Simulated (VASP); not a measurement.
# SiC20 in VASP: single point with PBE+D3(BJ)

Aim: the single point of SiC20 with PBE+D3(BJ).

Program: VASP 6.6.1. These are calculated values, not measurements. Logs are shortened: lines on timing, memory, paths and dates and some standing lists are left out, and cuts for length are marked.

### 1 The cell of the first run

The cell holds a slab with vacuum, 21 atoms: a = 4.930 Å, b = 7.180 Å, c = 22.129 Å, α = 90.00°, β = 90.00°, γ = 99.88°.

### 2 Single point, PBE+D3(BJ)

INCAR

```
  ALGO = Normal
  DIPOL = 0.5 0.5 0.306
  EDIFF = 1E-6
  ENCUT = 520
  GGA = PE
  IDIPOL = 3
  ISIF = 2
  ISMEAR = 0
  IVDW = 12
  LASPH = True
  LCHARG = False
  LDIPOL = True
  LREAL = Auto
  LWAVE = False
  NBANDS = 58
  NELM = 100
  PREC = Accurate
  SIGMA = 0.1
```

KPOINTS

```
k-points
0
Gamma
  6 4 1
```

POSCAR

```
SiC20
1.0
    4.9300510483      0.0000000000      0.0000000000
   -1.2325127621      7.0736882673      0.0000000000
    0.0000000000      0.0000000000     22.1293523549
C Si
20 1
Direct
    0.3858166895      0.5432667578      0.1807554029
    0.8858166895      0.5432667578      0.1807554029
    0.2722014076      0.0888056305      0.2267404590
    0.7722014076      0.0888056305      0.2267404590
    0.4009962183      0.6039848731      0.2420688497
    0.9009962183      0.6039848731      0.2420688497
    0.0297911243      0.1191644973      0.2573972018
    0.5297911243      0.1191644973      0.2573972018
    0.1585861258      0.6343445031      0.2727255152
    0.6585861258      0.6343445031      0.2727255152
    0.0461074868      0.1844301691      0.3199090572
    0.5461074868      0.1844301691      0.3199090572
    0.1537589873      0.6150359018      0.3368154657
    0.6537589873      0.6150359018      0.3368154657
    0.3084764848      0.2339064522      0.3480645378
    0.8084764848      0.2339064522      0.3480645378
    0.3880568074      0.5522270554      0.3629961795
    0.8880568074      0.5522270554      0.3629961795
    0.3445502047      0.3782016492      0.3944694004
    0.8445502047      0.3782016492      0.3944694004
    0.3445502047      0.3782016492      0.5481114928
```

Potentials or basis: VASP PAW PBE potentials, release 64 (C, Si).

Command:

```bash
> cat potpaw_PBE.64/C/POTCAR potpaw_PBE.64/Si/POTCAR > POTCAR
> mpirun -np 1 vasp_std > vasp.out
```

OUTCAR:

```text
EDIFF = 1E-6
   ENCUT = 520
   GGA = PE
   ISIF = 2
   ISMEAR = 0
   IVDW = 12
   LASPH = True
   LREAL = Auto
   NELM = 100
   PREC = Accurate
 IVDW          = 12

 ion  position               nearest neighbor table
   1  0.386  0.543  0.181-   5 1.42
   2  0.886  0.543  0.181-   6 1.42
   3  0.272  0.089  0.227-   8 1.42   7 1.42
   4  0.772  0.089  0.227-   7 1.42   8 1.42
   5  0.401  0.604  0.242-   1 1.42  10 1.42   9 1.42
   6  0.901  0.604  0.242-   2 1.42   9 1.42  10 1.42
   7  0.030  0.119  0.257-   4 1.42   3 1.42  11 1.46
   8  0.530  0.119  0.257-   3 1.42   4 1.42  12 1.46
   9  0.159  0.634  0.273-   6 1.42   5 1.42  13 1.42
  10  0.659  0.634  0.273-   5 1.42   6 1.42  14 1.42
  11  0.046  0.184  0.320-  15 1.42  16 1.42   7 1.46
  12  0.546  0.184  0.320-  16 1.42  15 1.42   8 1.46
  13  0.154  0.615  0.337-   9 1.42  18 1.43  17 1.43
  14  0.654  0.615  0.337-  10 1.42  17 1.43  18 1.43
  15  0.308  0.234  0.348-  11 1.42  12 1.42  19 1.45
  16  0.808  0.234  0.348-  12 1.42  11 1.42  20 1.45
  17  0.388  0.552  0.363-  19 1.41  14 1.43  13 1.43
  18  0.888  0.552  0.363-  20 1.41  13 1.43  14 1.43
  19  0.345  0.378  0.394-  17 1.41  15 1.45
  20  0.845  0.378  0.394-  18 1.41  16 1.45
  21  0.345  0.378  0.548-

  LATTYP: Found a simple monoclinic cell.
 ALAT       =     4.9300510483
 B/A-ratio  =     4.4886659668
 C/A-ratio  =     1.4564273888
 COS(beta)  =    -0.1716529104

  Lattice vectors:

 A1 = (   4.9300510483,   0.0000000000,   0.0000000000)
 A2 = (   0.0000000000,   0.0000000000, -22.1293523549)
 A3 = (  -1.2325127621,   7.0736882673,   0.0000000000)

Analysis of symmetry for initial positions (statically):
=====================================================================
 Subroutine PRICEL returns:
 Original cell was already a primitive cell.

 Routine SETGRP: Setting up the symmetry group for a
 simple monoclinic supercell.

 Subroutine GETGRP returns: Found  1 space group operations
 (whereof  1 operations were pure point group operations)
 out of a pool of  4 trial point group operations.

The static configuration has the point symmetry C_1 .

Analysis of symmetry for dynamics (positions and initial velocities):
=====================================================================
 Subroutine PRICEL returns:
 Original cell was already a primitive cell.

 Routine SETGRP: Setting up the symmetry group for a
 simple monoclinic supercell.

 Subroutine GETGRP returns: Found  1 space group operations
 (whereof  1 operations were pure point group operations)
 out of a pool of  4 trial point group operations.

The dynamic configuration has the point symmetry C_1 .

 Subroutine INISYM returns: Found  1 space group operations
 (whereof  1 operations are pure point group operations),
 and found     1 'primitive' translations

----------------------------------------------------------------------------------------

                                     Primitive cell

  volume of cell :     771.7312

  direct lattice vectors                    reciprocal lattice vectors
     4.930051048  0.000000000  0.000000000     0.202837656  0.035342242  0.000000000
    -1.232512762  7.073688267  0.000000000     0.000000000  0.141368967  0.000000000
     0.000000000  0.000000000 22.129352355     0.000000000  0.000000000  0.045188851

  length of vectors
     4.930051048  7.180261375 22.129352355     0.205893635  0.141368967  0.045188851

  position of ions in fractional coordinates (direct lattice)
     0.385816689  0.543266758  0.180755403
     0.885816689  0.543266758  0.180755403
     0.272201408  0.088805630  0.226740459
     0.772201408  0.088805630  0.226740459
     0.400996218  0.603984873  0.242068850
     0.900996218  0.603984873  0.242068850
[... 13 lines left out ...]
     0.844550205  0.378201649  0.394469400
     0.344550205  0.378201649  0.548111493

  ion indices of the primitive-cell ions
   primitive index   ion index
                 1           1
                 2           2
                 3           3
                 4           4
                 5           5
                 6           6
[... 13 lines left out ...]
                20          20
                21          21

----------------------------------------------------------------------------------------

 KPOINTS: k-points

Automatic generation of k-mesh.
 Grid dimensions read from file:
 generate k-points for:    6    4    1

 Generating k-lattice:

  Cartesian coordinates                     Fractional coordinates (reciprocal lattice)
     0.033806276  0.005890374  0.000000000     0.166666667  0.000000000  0.000000000
     0.000000000  0.035342242  0.000000000     0.000000000  0.250000000  0.000000000
     0.000000000  0.000000000  0.045188851     0.000000000  0.000000000  1.000000000

  Length of vectors
     0.034315606  0.035342242  0.045188851

  Shift w.r.t. Gamma in fractional coordinates (k-lattice)
     0.000000000  0.000000000  0.000000000

 Subroutine IBZKPT returns following result:
 ===========================================

 Found     14 irreducible k-points:

 Following reciprocal coordinates:
            Coordinates               Weight
  0.000000  0.000000  0.000000      1.000000
  0.166667  0.000000  0.000000      2.000000
  0.333333  0.000000  0.000000      2.000000
  0.500000  0.000000  0.000000      1.000000
  0.000000  0.250000  0.000000      2.000000
  0.166667  0.250000  0.000000      2.000000
  0.333333  0.250000  0.000000      2.000000
  0.500000  0.250000  0.000000      2.000000
 -0.333333  0.250000  0.000000      2.000000
 -0.166667  0.250000  0.000000      2.000000
  0.000000  0.500000  0.000000      1.000000
  0.166667  0.500000  0.000000      2.000000
  0.333333  0.500000  0.000000      2.000000
  0.500000  0.500000  0.000000      1.000000
   k-points           NKPTS =     14   k-points in BZ     NKDIM =     14   number of bands    NBANDS=     58
   number of dos      NEDOS =    301   number of ions     NIONS =     21
   total plane-waves  NPLWV = 362880
   dimension x,y,z NGX =    40 NGY =   54 NGZ =  168
   dimension x,y,z NGXF=    80 NGYF=  108 NGZF=  336
   ions per type =              20   1
   NGX,Y,Z   is equivalent  to a cutoff of  13.49, 12.50, 12.62 a.u.
   NGXF,Y,Z  is equivalent  to a cutoff of  26.98, 25.01, 25.24 a.u.
 SYSTEM =  unknown system
   PREC   = accura    normal or accurate (medium, high low for compatibility)
   ISTART =      0    job   : 0-new  1-cont  2-samecut
   ICHARG =      2    charge: 1-file 2-atom 10-const
   ISPIN  =      1    spin polarized calculation?
   LNONCOLLINEAR =      F non collinear calculations
   LSORBIT =      F    spin-orbit coupling
   LASPH  =      T    aspherical Exc in radial PAW
   ENCUT  =  520.0 eV  38.22 Ry    6.18 a.u.   9.17 13.35 41.15*2*pi/ulx,y,z
   NELM   =    100;   NELMIN=  2; NELMDL= -5     # of ELM steps
   EDIFF  = 0.1E-05   stopping-criterion for ELM
   LREAL  =      T    real-space projection
   EDIFFG = 0.1E-04   stopping-criterion for IOM
   NSW    =      0    number of steps for IOM
   IBRION =     -1    ionic relax: 0-MD 1-quasi-New 2-CG
   NFREE  =      0    steps in history (QN), initial steepest desc. (CG)
   ISIF   =      2    stress and relaxation
   ISYM   =      2    0-nonsym 1-usesym 2-fastsym
   POTIM  = 0.5000    time-step for ionic-motion
   TEBEG  =    0.0;   TEEND  =   0.0 temperature during run
   PSTRESS=    0.0 pullay stress
   NELECT =      84.0000    total number of electrons
   NUPDOWN=      -1.0000    fix difference up-down
   EMIN   =  10.00;   EMAX   =-10.00  energy-range for DOS
   EFERMI =   0.00;   METHOD = LEGACY
   ISMEAR =     0;   SIGMA  =   0.10  broadening in eV -4-tet -1-fermi 0-gaus
   EFERMI_NEDOS =   21; number of points for ismear=-14 and -15
   IALGO  =     38    algorithm
   IMIX   =      4    mixing-type and parameters
     AMIX     =   0.40;   BMIX     =  1.00
     AMIX_MAG =   1.60;   BMIX_MAG =  1.00
  volume/ion in A,a.u.               =      36.75       248.00
  Fermi-wavevector in a.u.,A,eV,Ry     =   0.781650  1.477105  8.312852  0.610977
  Thomas-Fermi vector in A             =   1.885212
   LORBIT       =      0    0 simple, 1 ext, 2 COOP (PROOUT), +10 PAW based schemes
   GGA     = PE    functional components
   LHFCALC =     F    Hartree Fock is set to
   AEXX    =    0.0000 exact exchange contribution
   IVDW    =    12    specifies the selected vdW correction
   LEPSILON=     F    determine dielectric tensor
   LRPA    =     F    only Hartree local field effects (RPA)
 non-spin polarized calculation
 Gauss-broadening in eV      SIGMA  =   0.10
  energy-cutoff  :      520.00
  volume of cell :      771.73
 maximum number of plane-waves:     20814
 NGX is ok and might be reduce to    40
   NGX = 19   NGY = 27   NGZ = 83

 dipolmoment           0.000000      0.000000      0.203540 electrons x Angstroem

 number of electron      84.0000001 magnetization

 dipolmoment           0.000000      0.000000     -0.649430 electrons x Angstroem

 Free energy of the ion-electron system (eV)
  ---------------------------------------------------
  ext. energy  EPLUGINS =         0.00000000
  ---------------------------------------------------
  free energy    TOTEN  =      -160.82176653 eV

  energy without entropy =     -160.69695243  energy(sigma->0) =     -160.75935948

 E-fermi :  -3.1010     XC(G=0):  -3.7386

 val. band max:       -3.1011024693   @ k =   0.1667   0.0000   0.0000
 cond. band min:      -3.1001649929   @ k =  -0.3333   0.2500   0.0000
 fundamental gap:      0.0009374764
 Fermi energy:        -3.1009662778

 k-point     1 :       0.0000    0.0000    0.0000
  band No.  band energies     occupation
      1     -22.6000      2.00000
      2     -21.3744      2.00000
      3     -20.1553      2.00000
      4     -18.7932      2.00000
      5     -18.7021      2.00000
      6     -18.1220      2.00000
[... 46 lines left out ...]
     53       0.3551      0.00000
     54       0.3597      0.00000

 k-point     2 :       0.1667    0.0000    0.0000
  band No.  band energies     occupation
      1     -22.4767      2.00000
      2     -21.2549      2.00000
      3     -20.0377      2.00000
      4     -19.6495      2.00000
      5     -18.5899      2.00000
      6     -18.4976      2.00000
[... 46 lines left out ...]
     53       0.5156      0.00000
     54       0.5929      0.00000

 k-point     3 :       0.3333    0.0000    0.0000
  band No.  band energies     occupation
      1     -22.1084      2.00000
      2     -20.8978      2.00000
      3     -20.6684      2.00000
      4     -19.6876      2.00000
      5     -19.4929      2.00000
      6     -18.3557      2.00000
[... 46 lines left out ...]
     53       0.3624      0.00000
     54       1.1334      0.00000
[... 514 lines left out ...]
 k-point    13 :       0.3333    0.5000    0.0000
  band No.  band energies     occupation
      1     -22.0964      2.00000
      2     -20.9356      2.00000
      3     -20.6624      2.00000
      4     -19.6418      2.00000
      5     -19.5122      2.00000
      6     -18.3324      2.00000
[... 46 lines left out ...]
     53       0.4404      0.00000
     54       1.0286      0.00000

 k-point    14 :       0.5000    0.5000    0.0000
  band No.  band energies     occupation
      1     -21.4966      2.00000
      2     -21.4870      2.00000
      3     -20.3366      2.00000
      4     -20.3362      2.00000
      5     -19.0865      2.00000
      6     -19.0736      2.00000
[... 46 lines left out ...]
     53       0.5962      0.00000
     54       0.5988      0.00000
 [bands above 54 left out]

------------------------ aborting loop because EDIFF is reached ----------------------------------------

 vacuum level on the upper side and lower side of the slab       (xc-potential included)        -1.812         1.575

 Edisp (eV)   -2.33299

 E8    (eV) :    -0.7096

  FORCE on cell =-STRESS in cart. coord.  units (eV):
  Direction    XX          YY          ZZ          XY          YZ          ZX
  --------------------------------------------------------------------------------------
  -------------------------------------------------------------------------------------
  Total     -10.48772     0.62759    -7.07278     0.00019    -2.81220    -0.00592
  in kB     -21.77336     1.30292   -14.68366     0.00040    -5.83837    -0.01229
  external pressure =      -11.72 kB  Pullay stress =        0.00 kB

 VOLUME and BASIS-vectors are now :
 -----------------------------------------------------------------------------
  energy-cutoff  :      520.00
  volume of cell :      771.73
      direct lattice vectors                 reciprocal lattice vectors
     4.930051048  0.000000000  0.000000000     0.202837656  0.035342242  0.000000000
    -1.232512762  7.073688267  0.000000000     0.000000000  0.141368967  0.000000000
     0.000000000  0.000000000 22.129352355     0.000000000  0.000000000  0.045188851

 POSITION                                       TOTAL-FORCE (eV/Angst)
 -----------------------------------------------------------------------------------
      1.23251      3.84290      4.00000         0.003302      0.336516      1.395878
      3.69754      3.84290      4.00000         0.002925      0.349782      1.422452
      1.23251      0.62818      5.01762        -0.006923      0.525395      1.761250
      3.69754      0.62818      5.01762        -0.003805      0.553225      1.750458
      1.23251      4.27240      5.35683        -0.002441      0.590379     -2.412776
      3.69754      4.27240      5.35683        -0.002066      0.553963     -2.473191
[... 13 lines left out ...]
      3.69754      2.67528      8.72935         0.003942      0.018998      0.078134
      1.23251      2.67528     12.12935         0.003640     -0.022932     -0.843905
 -----------------------------------------------------------------------------------
    total drift:                               -0.036331     -0.002514      0.021714

  FREE ENERGIE OF THE ION-ELECTRON SYSTEM (eV)
  ---------------------------------------------------
  free  energy   TOTEN  =      -163.1547537554 eV

  energy  without entropy=     -163.0299396511  energy(sigma->0) =     -163.09234670

 vacuum level on the upper side and lower side of the slab         0.687         4.161
```

It took 22 min on 1 thread of Intel Xeon Platinum 8259CL at 2.50GHz (Skylake/Cascade Lake), shared host; peak memory 0.92 GiB.

What came out:

- Free energy: -163.1548 eV
- Largest force: 2.534 eV/Å
- Band gap on the k mesh: zero (bands 42 and 43 overlap by 0.07 eV)
- Dispersion energy per atom: -0.111 eV

Forces in eV/Å, atoms in the order of the input:
```
C    0.003  0.337  1.396
C    0.003  0.350  1.422
C   -0.007  0.525  1.761
C   -0.004  0.553  1.750
C   -0.002  0.590 -2.413
C   -0.002  0.554 -2.473
C    0.003 -0.832 -1.582
C   -0.008 -0.836 -1.580
C   -0.002 -0.607  0.712
C    0.005 -0.608  0.712
C    0.065 -0.009 -0.026
C   -0.059 -0.008 -0.025
C    0.076 -0.042 -0.011
C   -0.087 -0.042 -0.011
C    0.001 -0.240 -0.076
C    0.000 -0.019  0.081
C    0.002  0.412 -0.039
C    0.001  0.032  0.148
C    0.004 -0.108  1.021
C    0.004  0.019  0.078
Si   0.004 -0.023 -0.844
```

Levels at points of the mesh, in eV from the Fermi level:
| k point | band 40 | band 41 | band 42 | band 43 | band 44 | band 45 |
| --- | --- | --- | --- | --- | --- | --- |
| (0.00, 0.00, 0.00) | -0.81 | -0.36 | -0.04 | 0.03 | 0.10 | 0.64 |
| (0.50, 0.00, 0.00) | -0.28 | -0.13 | -0.09 | 0.16 | 0.34 | 0.39 |
| (0.00, 0.50, 0.00) | -0.81 | -0.36 | -0.14 | -0.06 | 0.16 | 0.64 |
| (0.50, 0.50, 0.00) | -0.27 | -0.10 | -0.04 | 0.10 | 0.35 | 0.39 |
